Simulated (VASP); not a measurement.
# Al2O3 (R-3c) in VASP: further runs

Runs on Al2O3. Level: PBE. Tasks: single point.

Program: VASP 6.6.1. These are calculated values, not measurements. Logs are shortened: lines on timing, memory, paths and dates and some standing lists are left out, and cuts for length are marked.

**Experimental background.**

From “Multi-petahertz electron interference in Cr:Al2O3 solid-state material”, 2018, pmc:5906618, for a bulk crystal of Al2O3: band gap 8.7 eV (optical).

How close the calculation comes is told below.

## 1. The cell of the first run

Symmetry: R-3c, No. 167, trigonal system. The conventional cell has a = 5.143 Å, b = 5.143 Å, c = 13.304 Å, α = 90.00°, β = 90.00°, γ = 120.00°. Within 2.6 Å of Al (site symmetry 3) lie 6 O at 1.98 to 2.08 Å. O (site symmetry 2) has 4 Al at 1.98 to 2.08 Å within 2.6 Å.

## 2. Single point, PBE (10.16 Å³/atom)

File INCAR:

```
SYSTEM = Al2O3
PREC = Accurate ; ENCUT = 520
EDIFF = 1E-6 ; ISMEAR = 0
SIGMA = 0.05 ; LREAL = .False.
LASPH = .True. ; NELM = 80
ALGO = Normal ; ISIF = 2
LWAVE = .False. ; LCHARG = .False.
GGA = PE ; NBANDS = 35
```

File KPOINTS:

```
regular mesh
0
Gamma
  6 6 6
  0 0 0
```

File POSCAR:

```
Al2O3
1.0
    2.5714400352      1.4846215966      4.4347054848
   -2.5714400352      1.4846215966      4.4347054848
    0.0000000000     -2.9692431931      4.4347054848
Al O
4 6
Direct
    0.8521293568      0.8521293568      0.8521293568
    0.6478706432      0.6478706432      0.6478706432
    0.1478706432      0.1478706432      0.1478706432
    0.3521293568      0.3521293568      0.3521293568
    0.0561574040      0.4438425960      0.7500000000
    0.7500000000      0.0561574040      0.4438425960
    0.4438425960      0.7500000000      0.0561574040
    0.9438425960      0.5561574040      0.2500000000
    0.2500000000      0.9438425960      0.5561574040
    0.5561574040      0.2500000000      0.9438425960
```

Potentials or basis: VASP PAW PBE potentials, release 64 (Al, O).

Run with:

```sh
$ cat potpaw_PBE.64/Al/POTCAR potpaw_PBE.64/O/POTCAR > POTCAR
$ mpirun -np 1 vasp_std > vasp.out
```

OUTCAR:

```text
SYSTEM = Al2O3
   PREC = Accurate
   ENCUT = 520
   EDIFF = 1E-6
   ISMEAR = 0
   LREAL = .False.
   LASPH = .True.
   NELM = 80
   ISIF = 2
   GGA = PE

 ion  position               nearest neighbor table
   1  0.852  0.852  0.852-  10 1.98   8 1.98   9 1.98   5 2.08   6 2.08   7 2.08   2 2.72   3 3.01
                             3 3.01   3 3.01
   2  0.648  0.648  0.648-   9 1.98   8 1.98  10 1.98   5 2.08   7 2.08   6 2.08   1 2.72   4 3.01
                             4 3.01   4 3.01
   3  0.148  0.148  0.148-   7 1.98   5 1.98   6 1.98   8 2.08   9 2.08  10 2.08   4 2.72   1 3.01
                             1 3.01   1 3.01
   4  0.352  0.352  0.352-   6 1.98   5 1.98   7 1.98   8 2.08  10 2.08   9 2.08   3 2.72   2 3.01
                             2 3.01   2 3.01
   5  0.056  0.444  0.750-   3 1.98   4 1.98   1 2.08   2 2.08
   6  0.750  0.056  0.444-   4 1.98   3 1.98   1 2.08   2 2.08
   7  0.444  0.750  0.056-   3 1.98   4 1.98   2 2.08   1 2.08
   8  0.944  0.556  0.250-   1 1.98   2 1.98   3 2.08   4 2.08
   9  0.250  0.944  0.556-   2 1.98   1 1.98   3 2.08   4 2.08
  10  0.556  0.250  0.944-   1 1.98   2 1.98   4 2.08   3 2.08

  LATTYP: Found a trigonal (rhomboedric) cell.
 ALAT       =     5.3369483674
 COS(alpha) =     0.5357020184

  Lattice vectors:

 A1 = (   2.5714400352,   1.4846215966,   4.4347054848)
 A2 = (  -2.5714400352,   1.4846215966,   4.4347054848)
 A3 = (   0.0000000000,  -2.9692431931,   4.4347054848)

Analysis of symmetry for initial positions (statically):
=====================================================================
 Subroutine PRICEL returns:
 Original cell was already a primitive cell.

 Routine SETGRP: Setting up the symmetry group for a
 trigonal (rhombohedral) supercell.

 Subroutine GETGRP returns: Found 12 space group operations
 (whereof  6 operations were pure point group operations)
 out of a pool of 12 trial point group operations.

The static configuration has the point symmetry S_6 .
 The point group associated with its full space group is D_3d.

Analysis of symmetry for dynamics (positions and initial velocities):
=====================================================================
 Subroutine PRICEL returns:
 Original cell was already a primitive cell.

 Routine SETGRP: Setting up the symmetry group for a
 trigonal (rhombohedral) supercell.

 Subroutine GETGRP returns: Found 12 space group operations
 (whereof  6 operations were pure point group operations)
[... 127 lines left out ...]
   POTIM  = 0.5000    time-step for ionic-motion
   TEBEG  =    0.0;   TEEND  =   0.0 temperature during run
   PSTRESS=    0.0 pullay stress
   NELECT =      48.0000    total number of electrons
   NUPDOWN=      -1.0000    fix difference up-down
   EMIN   =  10.00;   EMAX   =-10.00  energy-range for DOS
   EFERMI =   0.00;   METHOD = LEGACY
   ISMEAR =     0;   SIGMA  =   0.05  broadening in eV -4-tet -1-fermi 0-gaus
   EFERMI_NEDOS =   21; number of points for ismear=-14 and -15
   IALGO  =     38    algorithm
   IMIX   =      4    mixing-type and parameters
     AMIX     =   0.40;   BMIX     =  1.00
     AMIX_MAG =   1.60;   BMIX_MAG =  1.00
  volume/ion in A,a.u.               =      10.16        68.55
  Fermi-wavevector in a.u.,A,eV,Ry     =   1.275124  2.409635 22.122282  1.625942
  Thomas-Fermi vector in A             =   2.407854
   LORBIT       =      0    0 simple, 1 ext, 2 COOP (PROOUT), +10 PAW based schemes
   GGA     = PE    functional components
   LHFCALC =     F    Hartree Fock is set to
   AEXX    =    0.0000 exact exchange contribution
   IVDW    =     0    specifies the selected vdW correction
   LEPSILON=     F    determine dielectric tensor
   LRPA    =     F    only Hartree local field effects (RPA)
 non-spin polarized calculation
 Gauss-broadening in eV      SIGMA  =   0.05
  energy-cutoff  :      520.00
  volume of cell :      101.58
 maximum number of plane-waves:      2800
   NGX = 19   NGY = 19   NGZ = 19

 number of electron      48.0000010 magnetization

 Free energy of the ion-electron system (eV)
  ---------------------------------------------------
  ext. energy  EPLUGINS =         0.00000000
  ---------------------------------------------------
  free energy    TOTEN  =       -73.33966877 eV

  energy without entropy =      -73.33966877  energy(sigma->0) =      -73.33966877

 E-fermi :   4.8036     XC(G=0): -10.8419

 val. band max:        4.5500514619   @ k =   0.0000   0.0000   0.0000
 cond. band min:       8.3296556224   @ k =   0.0000   0.0000   0.0000
 fundamental gap:      3.7796041605
 Fermi energy:         4.8036114323

 k-point     1 :       0.0000    0.0000    0.0000
  band No.  band energies     occupation
      1     -13.6996      2.00000
      2     -11.8414      2.00000
      3     -11.8414      2.00000
      4     -11.8226      2.00000
      5     -11.5632      2.00000
      6     -11.5632      2.00000
[... 901 lines left out ...]
     34      16.1813      0.00000
     35      16.5387      0.00000

 [... further k-points ...]

------------------------ aborting loop because EDIFF is reached ----------------------------------------

  FORCE on cell =-STRESS in cart. coord.  units (eV):
  Direction    XX          YY          ZZ          XY          YZ          ZX
  --------------------------------------------------------------------------------------
  -------------------------------------------------------------------------------------
  Total      -20.1146194    -20.1146194     -8.5670232      0.0000000     -0.0000000      0.0000000
  in kB     -317.2591776   -317.2591777   -135.1239454      0.0000000     -0.0000000      0.0000000
  external PRESSURE =    -256.5474336 kB  Pullay stress =       0.0000000 kB

 VOLUME and BASIS-vectors are now :
 -----------------------------------------------------------------------------
  energy-cutoff  :      520.00
  volume of cell :      101.58
      direct lattice vectors                 reciprocal lattice vectors
     2.571440035  1.484621597  4.434705485     0.194443578  0.112262052  0.075164706
    -2.571440035  1.484621597  4.434705485    -0.194443578  0.112262052  0.075164706
     0.000000000 -2.969243193  4.434705485     0.000000000 -0.224524104  0.075164706

 POSITION                                       TOTAL-FORCE (eV/Angst)
 -----------------------------------------------------------------------------------
      0.00000      0.00000     11.33683         0.000000      0.000000      0.251126
      0.00000      0.00000      8.61935         0.000000     -0.000000     -0.251126
      0.00000      0.00000      1.96729         0.000000     -0.000000     -0.251126
      0.00000      0.00000      4.68477         0.000000      0.000000      0.251126
     -0.99691     -1.48462      5.54338        -0.270160     -0.000000     -0.000000
      1.78417     -0.12104      5.54338         0.135080     -0.233965     -0.000000
     -0.78727      1.60566      5.54338         0.135080      0.233965     -0.000000
      0.99691      1.48462      7.76073         0.270160     -0.000000      0.000000
     -1.78417      0.12104      7.76073        -0.135080      0.233965     -0.000000
      0.78727     -1.60566      7.76073        -0.135080     -0.233965     -0.000000
 -----------------------------------------------------------------------------------
    total drift:                               -0.000000      0.000000     -0.000000

  FREE ENERGIE OF THE ION-ELECTRON SYSTEM (eV)
  ---------------------------------------------------
  free  energy   TOTEN  =       -73.3396687709 eV

  energy  without entropy=      -73.3396687709  energy(sigma->0) =      -73.33966877
```

OSZICAR:

```text
N       E                     dE             d eps       ncg     rms          rms(c)
DAV:   1     0.220581314964E+03    0.22058E+03   -0.24470E+04  2240   0.128E+03
DAV:   2    -0.665544999945E+02   -0.28714E+03   -0.27659E+03  2908   0.271E+02
DAV:   3    -0.810286822593E+02   -0.14474E+02   -0.14412E+02  2874   0.627E+01
DAV:   4    -0.811507507869E+02   -0.12207E+00   -0.12197E+00  2736   0.663E+00
DAV:   5    -0.811523745419E+02   -0.16238E-02   -0.16233E-02  2813   0.758E-01    0.167E+01
DAV:   6    -0.733244796925E+02    0.78279E+01   -0.30241E+01  2754   0.282E+01    0.581E+00
DAV:   7    -0.733380828810E+02   -0.13603E-01   -0.75315E-01  2655   0.457E+00    0.324E+00
DAV:   8    -0.733363843355E+02    0.16985E-02   -0.14163E-01  2653   0.276E+00    0.618E-01
DAV:   9    -0.733387192250E+02   -0.23349E-02   -0.22047E-02  2920   0.748E-01    0.326E-01
DAV:  10    -0.733397281517E+02   -0.10089E-02   -0.13607E-03  2570   0.210E-01    0.816E-02
DAV:  11    -0.733396636931E+02    0.64459E-04   -0.44561E-04  2864   0.117E-01    0.247E-02
DAV:  12    -0.733396708144E+02   -0.71213E-05   -0.27222E-05  2564   0.303E-02    0.989E-03
DAV:  13    -0.733396689795E+02    0.18349E-05   -0.98417E-06  2856   0.166E-02    0.201E-03
DAV:  14    -0.733396687709E+02    0.20862E-06   -0.39291E-07  1677   0.388E-03
   1 F= -.73339669E+02 E0= -.73339669E+02  d E =-.885447E-15
```

It took 2.1 min on 1 thread of Intel Xeon 8259CL, shared host; peak memory 0.27 GiB.

What came out:

| Property | Result |
| --- | --- |
| Free energy | -73.3397 eV |
| Pressure | -25.7 GPa |
| Largest force | 0.270 eV/Å |
| Band gap on the k mesh | 3.78 eV |

Forces in eV/Å, atoms in the order of the input:
```
Al   0.000  0.000  0.251
Al   0.000  0.000 -0.251
Al   0.000  0.000 -0.251
Al   0.000  0.000  0.251
O   -0.270  0.000  0.000
O    0.135 -0.234  0.000
O    0.135  0.234  0.000
O    0.270  0.000  0.000
O   -0.135  0.234  0.000
O   -0.135 -0.234  0.000
```

Caveat: the stress differs along the axes, from -32 to -14 GPa. PBE gaps usually lie below the measured ones, often by a third to a half.

## 3. Single point, PBE (8.76 Å³/atom)

This run uses another cell than the first one, of 8.76 Å³/atom.

File INCAR:

```
ALGO = Normal
EDIFF = 1E-7
ENCUT = 520
GGA = PE
ISIF = 2
ISMEAR = 0
LASPH = T
LCHARG = F
LREAL = F
LWAVE = F
NBANDS = 35
NELM = 80
PREC = Accurate
SIGMA = 0.05
```

File KPOINTS:

```
k-points
0
Gamma
  6 6 6
```

POSCAR: that of step 2 with these lines changed.

```diff
@@ -2,5 +2,5 @@
 1.0
-    2.5714400352      1.4846215966      4.4347054848
-   -2.5714400352      1.4846215966      4.4347054848
-    0.0000000000     -2.9692431931      4.4347054848
+    2.4255971707      1.4004191795      4.2965411218
+   -2.4255971707      1.4004191795      4.2965411218
+    0.0000000000     -2.8008383589      4.2965411218
 Al O
```

Potentials or basis: VASP PAW PBE potentials, release 64 (Al, O).

Run with:

```sh
$ cat potpaw_PBE.64/Al/POTCAR potpaw_PBE.64/O/POTCAR > POTCAR
$ mpirun -np 1 vasp_std > vasp.out
```

Wall time 3.4 min (1 thread of Intel Xeon 8259CL, shared host); peak memory 0.26 GiB.

Results (log left out):

- Free energy: -74.7615 eV
- Pressure: -0.3 GPa
- Largest force: 0.192 eV/Å
- Band gap on the k mesh: 5.65 eV

Forces on the atoms (eV/Å):
```
Al   0.000  0.000  0.192
Al   0.000  0.000 -0.192
Al   0.000  0.000 -0.192
Al   0.000  0.000  0.192
O   -0.053  0.000  0.000
O    0.027 -0.046  0.000
O    0.027  0.046  0.000
O    0.053  0.000  0.000
O   -0.027  0.046  0.000
O   -0.027 -0.046  0.000
```

Stress tensor (GPa, compression positive):
```
-3.78  0.00  0.00
 0.00 -3.78  0.00
 0.00  0.00  6.61
```

Levels at points of the mesh, in eV from the valence-band top:
| k point | band 20 | band 21 | band 22 | band 23 | band 24 | band 25 | band 26 | band 27 | band 28 | band 29 |
| --- | --- | --- | --- | --- | --- | --- | --- | --- | --- | --- |
| (0.00, 0.00, 0.00) | -0.62 | -0.62 | -0.27 | -0.27 | 0.00 | 5.65 | 8.54 | 10.29 | 10.99 | 11.40 |
| (0.50, 0.00, 0.00) | -1.40 | -1.00 | -1.00 | -0.36 | -0.36 | 8.92 | 8.92 | 9.24 | 9.24 | 11.30 |
| (0.50, 0.50, 0.00) | -1.34 | -1.14 | -1.08 | -0.77 | -0.34 | 9.10 | 9.27 | 9.37 | 9.94 | 10.72 |
| (0.50, 0.50, 0.50) | -2.03 | -0.60 | -0.60 | -0.60 | -0.60 | 8.08 | 8.08 | 10.74 | 10.74 | 11.72 |

Caveat: the stress differs along the axes, from -4 to 7 GPa.

## 4. Against experiment

Step 3. A measured gap of Al2O3 is 8.7 eV (optical; quoted in “Multi-petahertz electron interference in Cr:Al2O3 solid-state material”, 2018, pmc:5906618); the calculated 5.65 eV misses it by -3.05 eV. The value is that of PBE on a finite k mesh, which can miss the band edges, without temperature or zero-point motion. Semilocal functionals fall short of measured gaps as a rule.
